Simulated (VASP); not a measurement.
# Hf (Fm-3m) in VASP: notebook

The runs below take Hf through single point, with PBEsol.

All numbers are computed with VASP 6.6.1; they aren't measurements. Logs are shortened: lines on timing, memory, paths and dates and some standing lists are left out, and cuts for length are marked.

## (1) The cell of the first run

The structure is cubic, space group Fm-3m (No. 225). The conventional cell has a = 3.885 Å, b = 3.885 Å, c = 3.885 Å, α = 90.00°, β = 90.00°, γ = 90.00°. Within 3.6 Å of Hf (site symmetry m-3m) lie 12 Hf at 2.75 Å.

## (2) Single point, PBEsol (volume scaled by 0.68)

INCAR reads:

```
PREC = Accurate
ENCUT = 520
EDIFF = 1E-6
ISMEAR = -1
SIGMA = 0.05
LREAL = False
LASPH = True
NELM = 80
ALGO = Normal
ISIF = 2
LWAVE = False
LCHARG = False
GGA = PS
NBANDS = 11
```

KPOINTS reads:

```
regular mesh
0
Gamma
  16 16 16
```

POSCAR reads:

```
Hf
1.0
    0.0000000000      1.9425176835      1.9425176835
    1.9425176835      0.0000000000      1.9425176835
    1.9425176835      1.9425176835      0.0000000000
Hf
1
Direct
    0.0000000000      0.0000000000      0.0000000000
```

Potentials or basis: VASP PAW PBE potentials, release 64 (Hf_pv).

The run is started by

```
$ cat potpaw_PBE.64/Hf_pv/POTCAR > POTCAR
$ mpirun -np 1 vasp_std > vasp.out
```

OUTCAR:

```text
PREC = Accurate
   ENCUT = 520
   EDIFF = 1E-6
   ISMEAR = -1
   LREAL = False
   LASPH = True
   NELM = 80
   ISIF = 2
   GGA = PS

 ion  position               nearest neighbor table
   1  0.000  0.000  0.000-

  LATTYP: Found a face centered cubic cell.
 ALAT       =     3.8850353670

  Lattice vectors:

 A1 = (   0.0000000000,   1.9425176835,   1.9425176835)
 A2 = (   1.9425176835,   0.0000000000,   1.9425176835)
 A3 = (   1.9425176835,   1.9425176835,   0.0000000000)

Analysis of symmetry for initial positions (statically):
=====================================================================
 Subroutine PRICEL returns:
 Original cell was already a primitive cell.

 Routine SETGRP: Setting up the symmetry group for a
 face centered cubic supercell.

 Subroutine GETGRP returns: Found 48 space group operations
 (whereof 48 operations were pure point group operations)
 out of a pool of 48 trial point group operations.

The static configuration has the point symmetry O_h .

Analysis of symmetry for dynamics (positions and initial velocities):
=====================================================================
 Subroutine PRICEL returns:
 Original cell was already a primitive cell.

 Routine SETGRP: Setting up the symmetry group for a
 face centered cubic supercell.

 Subroutine GETGRP returns: Found 48 space group operations
 (whereof 48 operations were pure point group operations)
 out of a pool of 48 trial point group operations.

The dynamic configuration has the point symmetry O_h .

 Subroutine INISYM returns: Found 48 space group operations
 (whereof 48 operations are pure point group operations),
 and found     1 'primitive' translations

----------------------------------------------------------------------------------------

                                     Primitive cell

  volume of cell :      14.6597

  direct lattice vectors                    reciprocal lattice vectors
     0.000000000  1.942517683  1.942517683    -0.257397914  0.257397914  0.257397914
     1.942517683  0.000000000  1.942517683     0.257397914 -0.257397914  0.257397914
     1.942517683  1.942517683  0.000000000     0.257397914  0.257397914 -0.257397914

  length of vectors
     2.747134853  2.747134853  2.747134853     0.445826265  0.445826265  0.445826265

  position of ions in fractional coordinates (direct lattice)
     0.000000000  0.000000000  0.000000000

  ion indices of the primitive-cell ions
   primitive index   ion index
[... 73 lines left out ...]
   EDIFF  = 0.1E-05   stopping-criterion for ELM
   LREAL  =      F    real-space projection
   EDIFFG = 0.1E-04   stopping-criterion for IOM
   NSW    =      0    number of steps for IOM
   IBRION =     -1    ionic relax: 0-MD 1-quasi-New 2-CG
   NFREE  =      0    steps in history (QN), initial steepest desc. (CG)
   ISIF   =      2    stress and relaxation
   ISYM   =      2    0-nonsym 1-usesym 2-fastsym
   POTIM  = 0.5000    time-step for ionic-motion
   TEBEG  =    0.0;   TEEND  =   0.0 temperature during run
   PSTRESS=    0.0 pullay stress
   NELECT =      10.0000    total number of electrons
   NUPDOWN=      -1.0000    fix difference up-down
   EMIN   =  10.00;   EMAX   =-10.00  energy-range for DOS
   EFERMI =   0.00;   METHOD = LEGACY
   ISMEAR =    -1;   SIGMA  =   0.05  broadening in eV -4-tet -1-fermi 0-gaus
   EFERMI_NEDOS =   21; number of points for ismear=-14 and -15
   IALGO  =     38    algorithm
   IMIX   =      4    mixing-type and parameters
     AMIX     =   0.40;   BMIX     =  1.00
     AMIX_MAG =   1.60;   BMIX_MAG =  1.00
  volume/ion in A,a.u.               =      14.66        98.93
  Fermi-wavevector in a.u.,A,eV,Ry     =   1.441119  2.723320 28.256907  2.076824
  Thomas-Fermi vector in A             =   2.559787
   LORBIT       =      0    0 simple, 1 ext, 2 COOP (PROOUT), +10 PAW based schemes
   GGA     = PS    functional components
   LHFCALC =     F    Hartree Fock is set to
   AEXX    =    0.0000 exact exchange contribution
   IVDW    =     0    specifies the selected vdW correction
   LEPSILON=     F    determine dielectric tensor
   LRPA    =     F    only Hartree local field effects (RPA)
 non-spin polarized calculation
  energy-cutoff  :      520.00
  volume of cell :       14.66
 maximum number of plane-waves:       411
   NGX = 11   NGY = 11   NGZ = 11

 number of electron      10.0000000 magnetization

 number of electron       9.9999999 magnetization

 Free energy of the ion-electron system (eV)
  ---------------------------------------------------
  ext. energy  EPLUGINS =         0.00000000
  ---------------------------------------------------
  free energy    TOTEN  =        -9.16405432 eV

  energy without entropy =       -9.15751639  energy(sigma->0) =       -9.16078536

 E-fermi :   7.9515     XC(G=0): -13.4866

 val. band max:        7.9462807641   @ k =   0.1875   0.1250   0.0625
 cond. band min:       7.9733053666   @ k =   0.1250   0.1250   0.0000
 fundamental gap:      0.0270246024
 Fermi energy:         7.9514756158

 k-point     1 :       0.0000    0.0000    0.0000
  band No.  band energies     occupation
      1     -20.4794      2.00000
      2     -20.4794      2.00000
      3     -20.4794      2.00000
      4      -0.3727      2.00000
      5       9.2774      0.00000
      6       9.2774      0.00000
      7       9.2774      0.00000
      8      13.9534      0.00000
      9      13.9534      0.00000
     10      20.7971      0.00000
     11      22.2024      0.00000
[... 309 lines left out ...]
 k-point    24 :      -0.0625    0.0625    0.0000
  band No.  band energies     occupation
      1     -20.8044      2.00000
      2     -20.5665      2.00000
      3     -20.4964      2.00000
      4       0.2564      2.00000
      5       8.6995      0.00000
      6       9.5381      0.00000
      7       9.6176      0.00000
      8      13.2769      0.00000
      9      13.8916      0.00000
     10      22.0650      0.00000
     11      22.2008      0.00000

 [... further k-points ...]
[... 5 lines left out ...]
  --------------------------------------------------------------------------------------
  -------------------------------------------------------------------------------------
  Total        7.3080273      7.3080273      7.3080273     -0.0000000      0.0000000      0.0000000
  in kB      798.7038992    798.7038992    798.7038992     -0.0000000      0.0000000      0.0000000
  external PRESSURE =     798.7038992 kB  Pullay stress =       0.0000000 kB

 VOLUME and BASIS-vectors are now :
 -----------------------------------------------------------------------------
  energy-cutoff  :      520.00
  volume of cell :       14.66
      direct lattice vectors                 reciprocal lattice vectors
     0.000000000  1.942517683  1.942517683    -0.257397914  0.257397914  0.257397914
     1.942517683  0.000000000  1.942517683     0.257397914 -0.257397914  0.257397914
     1.942517683  1.942517683  0.000000000     0.257397914  0.257397914 -0.257397914

 POSITION                                       TOTAL-FORCE (eV/Angst)
 -----------------------------------------------------------------------------------
      0.00000      0.00000      0.00000         0.000000      0.000000      0.000000
 -----------------------------------------------------------------------------------
    total drift:                                0.000000      0.000000      0.000000

  FREE ENERGIE OF THE ION-ELECTRON SYSTEM (eV)
  ---------------------------------------------------
  free  energy   TOTEN  =        -9.1640543180 eV

  energy  without entropy=       -9.1575163938  energy(sigma->0) =       -9.16078536
```

OSZICAR:

```text
N       E                     dE             d eps       ncg     rms          rms(c)
DAV:   1     0.160375750001E+02    0.16038E+02   -0.58156E+03  3238   0.884E+02
DAV:   2    -0.900685529460E+01   -0.25044E+02   -0.24064E+02  3913   0.169E+02
DAV:   3    -0.938817306851E+01   -0.38132E+00   -0.37782E+00  3930   0.145E+01
DAV:   4    -0.938883115150E+01   -0.65808E-03   -0.65804E-03  3510   0.700E-01
DAV:   5    -0.938883225133E+01   -0.10998E-05   -0.11003E-05  3712   0.273E-02    0.597E+01
DAV:   6    -0.923097265280E+01    0.15786E+00   -0.10003E-01  3619   0.240E+00    0.357E+01
DAV:   7    -0.916596630756E+01    0.65006E-01   -0.15665E-01  3604   0.294E+00    0.147E+00
DAV:   8    -0.916404121040E+01    0.19251E-02   -0.73418E-03  3411   0.697E-01    0.873E-02
DAV:   9    -0.916405424721E+01   -0.13037E-04   -0.67460E-05  3667   0.825E-02    0.374E-02
DAV:  10    -0.916405431802E+01   -0.70807E-07   -0.65523E-06  3438   0.206E-02
   1 F= -.91640543E+01 E0= -.91607854E+01  d E =-.653792E-02
```

stdout:

```text
POSCAR found type information on POSCAR Hf
 POSCAR found :  1 types and       1 ions
 scaLAPACK will be used
 -----------------------------------------------------------------------------
|                                                                             |
|                                                                             |
|     You enforced a specific xc type in the INCAR file but a different       |
|     I HOPE YOU KNOW WHAT YOU ARE DOING!                                     |
|                                                                             |
 -----------------------------------------------------------------------------

 LDA part: xc-table for (Slater+PW92), standard interpolation
 POSCAR, INCAR and KPOINTS ok, starting setup
 FFT: planning ... GRIDC
 FFT: planning ... GRID_SOFT
 FFT: planning ... GRID
 WAVECAR not read
 entering main loop
```

It took 26 s on 1 thread of Intel Xeon 8259CL, shared host; peak memory 0.14 GiB.

What came out:

```
Free energy            : -9.1641 eV
Pressure               : 79.9 GPa
Band gap on the k mesh : zero (band 5 reaches 9.28 eV, above the bottom of band 6 at 7.02 eV)
```

Caveat: the PAW data sets were made with another functional, which shifts forces and pressure a little; spin-orbit coupling is left out, which moves the levels of the heavy elements.

## (3) Single point, PBEsol (volume scaled by 0.78)

INCAR reads:

```
PREC = Accurate ; ENCUT = 520
EDIFF = 1E-6 ; ISMEAR = -1
SIGMA = 0.05 ; LREAL = F
LASPH = T ; NELM = 80
ALGO = Normal ; ISIF = 2
LWAVE = F ; LCHARG = F
GGA = PS ; NBANDS = 11
```

KPOINTS reads:

```
Automatic mesh
0
Gamma
  16 16 16
```

POSCAR reads:

```
Hf
1.0
    0.0000000000      2.0334190023      2.0334190023
    2.0334190023      0.0000000000      2.0334190023
    2.0334190023      2.0334190023      0.0000000000
Hf
1
Direct
    0.0000000000      0.0000000000      0.0000000000
```

Potentials or basis: VASP PAW PBE potentials, release 64 (Hf_pv).

The run is started by

```
$ cat potpaw_PBE.64/Hf_pv/POTCAR > POTCAR
$ mpirun -np 1 vasp_std > vasp.out
```

It took 27 s on 1 thread of Intel Xeon 8259CL, shared host; peak memory 0.16 GiB.

The run converged. Its results:

* Free energy: -9.9486 eV
* Pressure: 40.2 GPa
* Band gap on the k mesh: zero (band 5 reaches 8.16 eV, above the bottom of band 6 at 6.10 eV)

Levels at points of the mesh, in eV from the Fermi level:
| k point | band 1 | band 2 | band 3 | band 4 | band 5 | band 6 | band 7 | band 8 | band 9 | band 10 |
| --- | --- | --- | --- | --- | --- | --- | --- | --- | --- | --- |
| (0.00, 0.00, 0.00) | -28.96 | -28.96 | -28.96 | -8.11 | 1.37 | 1.37 | 1.37 | 5.34 | 5.34 | 12.31 |
| (0.50, 0.00, 0.00) | -30.99 | -29.21 | -29.21 | -4.62 | 1.01 | 1.01 | 1.97 | 8.46 | 8.46 | 11.99 |
| (0.50, 0.50, 0.00) | -30.84 | -29.67 | -29.67 | -4.73 | -3.45 | 4.62 | 8.50 | 9.43 | 9.43 | 12.70 |

Caveat: the PAW data sets were made with another functional, which shifts forces and pressure a little; spin-orbit coupling is left out, which moves the levels of the heavy elements.
